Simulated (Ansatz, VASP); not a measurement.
# Co in VASP and in Ansatz

The input INCAR:

```
  PREC = Accurate
  ENCUT = 690
  EDIFF = 1E-7
  ISMEAR = -1
  SIGMA = 0.05
  LREAL = F
  LASPH = T
  NELM = 200
  ALGO = Normal
  ISIF = 3
  LWAVE = F
  LCHARG = F
  ISPIN = 2
  MAGMOM = 2 2
  LORBIT = 11
  LMAXMIX = 4
  IBRION = 2
  NSW = 60
  EDIFFG = -0.01
  GGA_COMPAT = F
  NELMIN = 4
```

Contents of KPOINTS:

```
regular mesh
0
Gamma
  12 12 7
```

File POSCAR:

```
Co
1.0
    2.4719999032      0.0000000000      0.0000000000
   -1.2359999516      2.1408147143      0.0000000000
    0.0000000000      0.0000000000      4.0211440800
Co
2
Direct
    0.6666666667      0.3333333333      0.7500000000
    0.3333333333      0.6666666667      0.2500000000
```

Contents of input.yaml:

```yaml
crystal:
  lattice:
    - [2.4719999032, 0.0, 0.0]
    - [-1.2359999516, 2.1408147143, 0.0]
    - [0.0, 0.0, 4.02114408]
  atoms:
    - { symbol: Co, position: [0.6666666667, 0.3333333333, 0.75], spin: 2.0 }
    - { symbol: Co, position: [0.3333333333, 0.6666666667, 0.25], spin: 2.0 }
hamiltonian:
  xc: lda
  pseudopotentials: { kind: paw }
magnetization:
  spin_polarized: true
kpoints:
  mp_grid: { grid: [12, 12, 7] }
scf:
  occupations: { method: fermi_dirac, width: 0.05 }
output:
  forces: true
  stress: true
relax:
  f_tol: 0.01
  max_steps: 40
  cell: { stress_tol: 0.05 }
```

Alike in both runs: task relaxation of cell and atoms; functional LDA; k mesh 12 × 12 × 7; occupations fermi-dirac, width 0.05 eV; collinear spin.

```csv
,VASP,Ansatz
version,VASP 6.6.1,Ansatz 0.2.0
potentials or method,"VASP PAW LDA potentials, release 64 (Co_sv)",Ansatz PAW
plane-wave cutoff (eV),690,420
valence electrons in the cell,34,34
```

```csv
,VASP,Ansatz,Ansatz less VASP
net moment per atom (μB),1.48,1.49,+0.012
size of the moment on the site where the two differ most (μB),1.51,1.54,+0.026
relaxed volume (Å³/atom),9.98,10.00,+0.021
relaxed length of the cell vector where the two differ most in proportion (Å),2.426,2.428,+0.0017
```

LDA's correlation is that of Perdew and Zunger in VASP and of Perdew and Wang (1992) in Ansatz. Site moments also hang on the region over which each program counts them.

Noted on Ansatz's run: the plane-wave basis is chosen anew once the cell has moved, so the energies of steps on either side of that aren't comparable.
